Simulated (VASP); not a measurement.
# Rh (I4/mmm) in VASP: further runs, part 2 of 3

VASP 6.6.1.

## Step 3: Single point, LDA (strain +0.000 along x and y, +0.050 along z)

Input file INCAR:

```
SYSTEM = Rh
  PREC = Accurate
  ENCUT = 520
  EDIFF = 1E-6
  ISMEAR = 0
  SIGMA = 0.15
  LREAL = .FALSE.
  LASPH = .TRUE.
  NELM = 60
  ALGO = Fast
  ISIF = 2
  LWAVE = .FALSE.
  LCHARG = .FALSE.
  NBANDS = 14
```

Input file KPOINTS:

```
Automatic mesh
0
G
  22 22 22
  0 0 0
```

Input file POSCAR:

```
Rh
1.0
    0.0000000000      1.9015500000      1.9966275000
    1.9015500000      0.0000000000      1.9966275000
    1.9015500000      1.9015500000      0.0000000000
Rh
1
Direct
    0.0000000000      0.0000000000      0.0000000000
```

Potentials or basis: VASP PAW LDA potentials, release 64 (Rh_pv).

Launch:

```console
$ cat potpaw_LDA.64/Rh_pv/POTCAR > POTCAR
$ mpirun -np 1 vasp_std > vasp.out
```

OUTCAR:

```text
SYSTEM = Rh
   PREC = Accurate
   ENCUT = 520
   EDIFF = 1E-6
   ISMEAR = 0
   LREAL = .FALSE.
   LASPH = .TRUE.
   NELM = 60
   ISIF = 2

 ion  position               nearest neighbor table
   1  0.000  0.000  0.000-

  LATTYP: Found a body centered tetragonal cell.
 ALAT       =     2.6891977995
 C/A-ratio  =     1.4849242405

  Lattice vectors:

 A1 = (  -1.9015500000,   0.0000000000,   1.9966275000)
 A2 = (   1.9015500000,   0.0000000000,   1.9966275000)
 A3 = (   0.0000000000,   1.9015500000,  -1.9966275000)

Analysis of symmetry for initial positions (statically):
=====================================================================
 Subroutine PRICEL returns:
 Original cell was already a primitive cell.

 Routine SETGRP: Setting up the symmetry group for a
 body centered tetragonal supercell.

 Subroutine GETGRP returns: Found 16 space group operations
 (whereof 16 operations were pure point group operations)
 out of a pool of 16 trial point group operations.

The static configuration has the point symmetry D_4h.

Analysis of symmetry for dynamics (positions and initial velocities):
=====================================================================
 Subroutine PRICEL returns:
 Original cell was already a primitive cell.

 Routine SETGRP: Setting up the symmetry group for a
 body centered tetragonal supercell.

 Subroutine GETGRP returns: Found 16 space group operations
 (whereof 16 operations were pure point group operations)
 out of a pool of 16 trial point group operations.

The dynamic configuration has the point symmetry D_4h.

 Subroutine INISYM returns: Found 16 space group operations
 (whereof 16 operations are pure point group operations),
 and found     1 'primitive' translations

----------------------------------------------------------------------------------------

                                     Primitive cell

  volume of cell :      14.4392

  direct lattice vectors                    reciprocal lattice vectors
     0.000000000  1.901550000  1.996627500    -0.262943388  0.262943388  0.250422275
     1.901550000  0.000000000  1.996627500     0.262943388 -0.262943388  0.250422275
     1.901550000  1.901550000  0.000000000     0.262943388  0.262943388 -0.250422275

  length of vectors
     2.757247500  2.757247500  2.689197800     0.448318822  0.448318822  0.448318822

  position of ions in fractional coordinates (direct lattice)
     0.000000000  0.000000000  0.000000000

  ion indices of the primitive-cell ions
   primitive index   ion index
                 1           1

----------------------------------------------------------------------------------------

 KPOINTS: Automatic mesh

Automatic generation of k-mesh.
 Grid dimensions read from file:
 generate k-points for:   22   22   22

 Generating k-lattice:

  Cartesian coordinates                     Fractional coordinates (reciprocal lattice)
    -0.011951972  0.011951972  0.011382831     0.045454545 -0.000000000  0.000000000
     0.011951972 -0.011951972  0.011382831    -0.000000000  0.045454545  0.000000000
     0.011951972  0.011951972 -0.011382831     0.000000000  0.000000000  0.045454545

  Length of vectors
     0.020378128  0.020378128  0.020378128

  Shift w.r.t. Gamma in fractional coordinates (k-lattice)
     0.000000000  0.000000000  0.000000000

 Subroutine IBZKPT returns following result:
 ===========================================

 Found    834 irreducible k-points:

 Following reciprocal coordinates:
            Coordinates               Weight
  0.000000  0.000000  0.000000      1.000000
  0.045455  0.000000  0.000000      8.000000
  0.090909  0.000000  0.000000      8.000000
  0.136364  0.000000  0.000000      8.000000
  0.181818  0.000000  0.000000      8.000000
  0.227273  0.000000  0.000000      8.000000
[... 16 lines left out ...]
  0.500000  0.045455  0.000000      8.000000
 -0.454545  0.045455  0.000000      8.000000
 [... further k-points ...]
   k-points           NKPTS =    834   k-points in BZ     NKDIM =    834   number of bands    NBANDS=     14
   number of dos      NEDOS =    301   number of ions     NIONS =      1
   total plane-waves  NPLWV =  11520
   dimension x,y,z NGX =    24 NGY =   24 NGZ =   20
   dimension x,y,z NGXF=    48 NGYF=   48 NGZF=   40
   ions per type =               1
   NGX,Y,Z   is equivalent  to a cutoff of  14.47, 14.47, 12.36 a.u.
   NGXF,Y,Z  is equivalent  to a cutoff of  28.94, 28.94, 24.73 a.u.
 SYSTEM =  Rh
   PREC   = accura    normal or accurate (medium, high low for compatibility)
   ISTART =      0    job   : 0-new  1-cont  2-samecut
   ICHARG =      2    charge: 1-file 2-atom 10-const
   ISPIN  =      1    spin polarized calculation?
   LNONCOLLINEAR =      F non collinear calculations
   LSORBIT =      F    spin-orbit coupling
   LASPH  =      T    aspherical Exc in radial PAW
   ENCUT  =  520.0 eV  38.22 Ry    6.18 a.u.   5.13  5.13  5.00*2*pi/ulx,y,z
   NELM   =     60;   NELMIN=  2; NELMDL= -5     # of ELM steps
   EDIFF  = 0.1E-05   stopping-criterion for ELM
   LREAL  =      F    real-space projection
   EDIFFG = 0.1E-04   stopping-criterion for IOM
   NSW    =      0    number of steps for IOM
   IBRION =     -1    ionic relax: 0-MD 1-quasi-New 2-CG
   NFREE  =      0    steps in history (QN), initial steepest desc. (CG)
   ISIF   =      2    stress and relaxation
   ISYM   =      2    0-nonsym 1-usesym 2-fastsym
   POTIM  = 0.5000    time-step for ionic-motion
   TEBEG  =    0.0;   TEEND  =   0.0 temperature during run
   PSTRESS=    0.0 pullay stress
   NELECT =      15.0000    total number of electrons
   NUPDOWN=      -1.0000    fix difference up-down
   EMIN   =  10.00;   EMAX   =-10.00  energy-range for DOS
   EFERMI =   0.00;   METHOD = LEGACY
   ISMEAR =     0;   SIGMA  =   0.15  broadening in eV -4-tet -1-fermi 0-gaus
   EFERMI_NEDOS =   21; number of points for ismear=-14 and -15
   IALGO  =     68    algorithm
   IMIX   =      4    mixing-type and parameters
     AMIX     =   0.40;   BMIX     =  1.00
     AMIX_MAG =   1.60;   BMIX_MAG =  1.00
  volume/ion in A,a.u.               =      14.44        97.44
  Fermi-wavevector in a.u.,A,eV,Ry     =   1.658025  3.133213 37.403053  2.749047
  Thomas-Fermi vector in A             =   2.745677
   LORBIT       =      0    0 simple, 1 ext, 2 COOP (PROOUT), +10 PAW based schemes
   GGA     = CA    functional components
   LHFCALC =     F    Hartree Fock is set to
   AEXX    =    0.0000 exact exchange contribution
   IVDW    =     0    specifies the selected vdW correction
   LEPSILON=     F    determine dielectric tensor
   LRPA    =     F    only Hartree local field effects (RPA)
 non-spin polarized calculation
 RMM-DIIS sequential band-by-band and
 Gauss-broadening in eV      SIGMA  =   0.15
  energy-cutoff  :      520.00
  volume of cell :       14.44
 maximum number of plane-waves:       404
 NGX is ok and might be reduce to    24
   NGX = 11   NGY = 11   NGZ =  9

 number of electron      14.9999997 magnetization

 Free energy of the ion-electron system (eV)
  ---------------------------------------------------
  ext. energy  EPLUGINS =         0.00000000
  ---------------------------------------------------
  free energy    TOTEN  =        -8.59019865 eV

  energy without entropy =       -8.57392540  energy(sigma->0) =       -8.58206202

 E-fermi :  10.8150     XC(G=0): -14.0415

 val. band max:       10.8127923412   @ k =   0.3182   0.1364   0.0455
 cond. band min:      10.8164799768   @ k =  -0.4091   0.0455   0.4545
 fundamental gap:      0.0036876356
 Fermi energy:        10.8150395265

 k-point     1 :       0.0000    0.0000    0.0000
  band No.  band energies     occupation
      1     -35.2734      2.00000
      2     -35.2493      2.00000
      3     -35.2493      2.00000
      4       3.1517      2.00000
      5       7.6069      2.00000
      6       8.1227      2.00000
      7       8.1227      2.00000
      8       9.5867      2.00000
      9      10.2029      2.00000
     10      26.8416      0.00000
     11      31.0530      0.00000
     12      31.3083      0.00000
     13      32.3859      0.00000
     14      32.3859      0.00000
[... 375 lines left out ...]
 k-point    24 :      -0.4545    0.0455    0.0000
  band No.  band energies     occupation
      1     -35.8802      2.00000
      2     -35.3841      2.00000
      3     -35.3147      2.00000
      4       5.1164      2.00000
      5       7.6119      2.00000
      6       8.1912      2.00000
      7      10.6513      1.87735
      8      11.1614      0.00109
      9      12.3323      0.00000
     10      19.0838      0.00000
     11      26.3219      0.00000
     12      30.8574      0.00000
     13      31.3101      0.00000
     14      32.0982      0.00000

 [... further k-points ...]
[... 5 lines left out ...]
  --------------------------------------------------------------------------------------
  -------------------------------------------------------------------------------------
  Total       -1.5808645     -1.5808645     -2.5302360      0.0000000      0.0000000     -0.0000000
  in kB     -175.4133692   -175.4133692   -280.7560179      0.0000000      0.0000000     -0.0000000
  external PRESSURE =    -210.5275855 kB  Pullay stress =       0.0000000 kB

 VOLUME and BASIS-vectors are now :
 -----------------------------------------------------------------------------
  energy-cutoff  :      520.00
  volume of cell :       14.44
      direct lattice vectors                 reciprocal lattice vectors
     0.000000000  1.901550000  1.996627500    -0.262943388  0.262943388  0.250422275
     1.901550000  0.000000000  1.996627500     0.262943388 -0.262943388  0.250422275
     1.901550000  1.901550000  0.000000000     0.262943388  0.262943388 -0.250422275

 POSITION                                       TOTAL-FORCE (eV/Angst)
 -----------------------------------------------------------------------------------
      0.00000      0.00000      0.00000         0.000000     -0.000000      0.000000
 -----------------------------------------------------------------------------------
    total drift:                                0.000000      0.000000      0.000000

  FREE ENERGIE OF THE ION-ELECTRON SYSTEM (eV)
  ---------------------------------------------------
  free  energy   TOTEN  =        -8.5901986531 eV

  energy  without entropy=       -8.5739253962  energy(sigma->0) =       -8.58206202
```

OSZICAR:

```text
N       E                     dE             d eps       ncg     rms          rms(c)
DAV:   1     0.119979600878E+03    0.11998E+03   -0.87628E+03 23428   0.114E+03
DAV:   2    -0.753870590275E+01   -0.12752E+03   -0.12160E+03 25584   0.339E+02
DAV:   3    -0.916443537251E+01   -0.16257E+01   -0.16229E+01 28338   0.422E+01
DAV:   4    -0.917080418669E+01   -0.63688E-02   -0.63684E-02 26978   0.271E+00
DAV:   5    -0.917086360890E+01   -0.59422E-04   -0.59421E-04 28098   0.232E-01    0.940E+00
RMM:   6    -0.860956926663E+01    0.56129E+00   -0.96927E-01 24972   0.938E+00    0.295E+00
RMM:   7    -0.859499285123E+01    0.14576E-01   -0.22831E-02 25749   0.160E+00    0.148E+00
RMM:   8    -0.859036038507E+01    0.46325E-02   -0.53820E-03 27511   0.883E-01    0.154E-01
RMM:   9    -0.859018748286E+01    0.17290E-03   -0.56957E-04 28427   0.258E-01    0.132E-02
RMM:  10    -0.859019815139E+01   -0.10669E-04   -0.63280E-05 28677   0.103E-01    0.631E-03
RMM:  11    -0.859019865312E+01   -0.50172E-06   -0.82430E-06 27487   0.359E-02
   1 F= -.85901987E+01 E0= -.85820620E+01  d E =-.162733E-01
```

Wall time 1.9 min (1 thread of Intel Xeon Platinum 8259CL at 2.50GHz (Skylake/Cascade Lake), shared host); peak memory 0.25 GiB.

Results:

- Free energy: -8.5902 eV
- Pressure: -21.1 GPa

Levels at points of the mesh, in eV from the Fermi level:
| k point | band 4 | band 5 | band 6 | band 7 | band 8 | band 9 | band 10 | band 11 |
| --- | --- | --- | --- | --- | --- | --- | --- | --- |
| (0.00, 0.00, 0.00) | -7.66 | -3.21 | -2.69 | -2.69 | -1.23 | -0.61 | 16.03 | 20.24 |
| (0.50, 0.00, 0.00) | -5.76 | -3.18 | -2.67 | 0.42 | 0.65 | 0.77 | 8.12 | 15.42 |
| (0.50, 0.50, 0.00) | -5.88 | -5.54 | 0.56 | 0.88 | 0.88 | 2.51 | 10.76 | 13.52 |
| (0.50, 0.00, 0.50) | -5.89 | -5.54 | 0.49 | 0.69 | 1.15 | 3.49 | 12.08 | 12.44 |

Caveat: the cell differs from its parent crystal (strain +0.000 along x and y, +0.050 along z).

(Part 2 of 3 ends here.)
